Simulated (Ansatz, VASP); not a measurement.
KH5 in VASP and in Ansatz

```
K H
1.0
     3.80134    0.00000    0.00000
    -1.90067    3.29206    0.00000
     0.00000    0.00000    6.38615
K H
1 5
Cartesian
  0.0000 2.1947 0.5721
  0.0000 2.1947 3.4935
  -1.4092 3.0083 3.6772
  0.0000 0.5675 3.6772
  1.4092 3.0083 3.6772
  0.0000 0.0000 6.0316
```

Alike in both runs: functional PBE; k mesh 12 × 12 × 4; occupations gaussian, width 0.02 eV; no spin polarisation.

Ansatz relaxed the structure, and its values are those at the end. VASP's run is a single point on that final structure, the one shown.

|  | VASP | Ansatz |
| --- | --- | --- |
| version | VASP 6.6.1 | Ansatz 0.2.0 |
| potentials or method | VASP PAW PBE potentials, release 64 (K_sv, H), cutoff 520 eV | scalar-relativistic, plane waves, PAW |
| valence electrons in the cell | 14 | 14 |

|  | VASP | Ansatz | Ansatz less VASP |
| --- | --- | --- | --- |
| gap on the k mesh at the Fermi level (eV) | 1.06 | 1.06 | +0.002 |
| least direct gap on the mesh (eV) | 1.10 | 1.10 | +0.002 |
| pressure (GPa) | -0.1 | 0.0 | +0.08 |
| rms of the force components (eV/Å) | 0.005 | 0.003 | -0.0027 |
